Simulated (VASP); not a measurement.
# Si: single point with PBE

The system is Si.

```
Si
1.0
     5.49106   -0.10647    0.14637
     0.10647   -5.28783   -0.11478
    -0.14637   -0.11478   -5.81607
Si
8
Direct
  0.49760 0.01104 0.96785
  0.96166 0.48159 0.91099
  0.91640 0.07253 0.51979
  0.50114 0.45317 0.43662
  0.73670 0.80501 0.78967
  0.26740 0.20926 0.75393
  0.28547 0.71829 0.28077
  0.83363 0.24911 0.34039
```

This cell differs from its parent crystal: atoms moved at random and the cell strained at random.

```json
{
 "Program": "VASP 6.6.1",
 "Task": "single point",
 "Functional": "PBE",
 "Potentials or basis": "VASP PAW PBE potentials, release 64 (Si)",
 "Cutoff": "520 eV",
 "k mesh": "6 × 6 × 6",
 "Occupations": "gaussian, width 0.05 eV",
 "Spin": "no spin polarisation"
}
```

| Property | Result |
| --- | --- |
| Pressure | 33.4 GPa |
| Largest force | 57.718 eV/Å |
| Band gap on the k mesh | zero (bands 16 and 17 overlap by 0.84 eV) |

Forces in eV/Å, atoms in the order of the input:
```
Si    0.628   1.583  -7.609
Si    1.775   1.936  -2.613
Si   17.298  36.715 -39.929
Si    1.884   3.611  -4.337
Si    1.449   1.532   3.536
Si   -3.476  -4.193   4.636
Si   -4.169  -5.163   3.924
Si  -15.390 -36.020  42.392
```

Stress tensor (GPa, compression positive):
```
 18.14  30.19 -22.16
 30.19  41.42 -39.50
-22.16 -39.50  40.74
```

Levels at points of the mesh, in eV from the Fermi level:
| k point | band 14 | band 15 | band 16 | band 17 | band 18 | band 19 |
| --- | --- | --- | --- | --- | --- | --- |
| (0.00, 0.00, 0.00) | -1.26 | -1.18 | -0.63 | 0.05 | 0.52 | 0.66 |
| (0.50, 0.00, 0.00) | -1.55 | -1.23 | -0.62 | 0.26 | 0.55 | 1.53 |
| (0.00, 0.50, 0.00) | -1.65 | -1.12 | -0.63 | 0.27 | 0.65 | 1.87 |
| (0.50, 0.50, 0.00) | -1.00 | -0.62 | -0.10 | 0.53 | 1.52 | 2.20 |
| (0.00, 0.00, 0.50) | -1.80 | -1.05 | -0.77 | -0.02 | 0.65 | 1.57 |
| (0.50, 0.00, 0.50) | -1.26 | -0.72 | -0.24 | 0.23 | 1.13 | 1.35 |
| (0.00, 0.50, 0.50) | -1.02 | -0.90 | -0.47 | 0.60 | 1.15 | 1.32 |
| (0.50, 0.50, 0.50) | -0.83 | -0.33 | -0.11 | 0.33 | 0.68 | 1.13 |

Run time: 13 min on 1 thread of Intel Xeon 8259CL (shared host), peak memory 0.48 GiB.

Caveat: the cell differs from its parent crystal (atoms moved at random and the cell strained at random); atoms lie so close that the PAW spheres overlap strongly, which falsifies energies and pressures; the stress differs along the axes, from 18 to 41 GPa; forces of over 1 eV/Å act on the atoms, so gaps and moduli don't describe the material at rest.
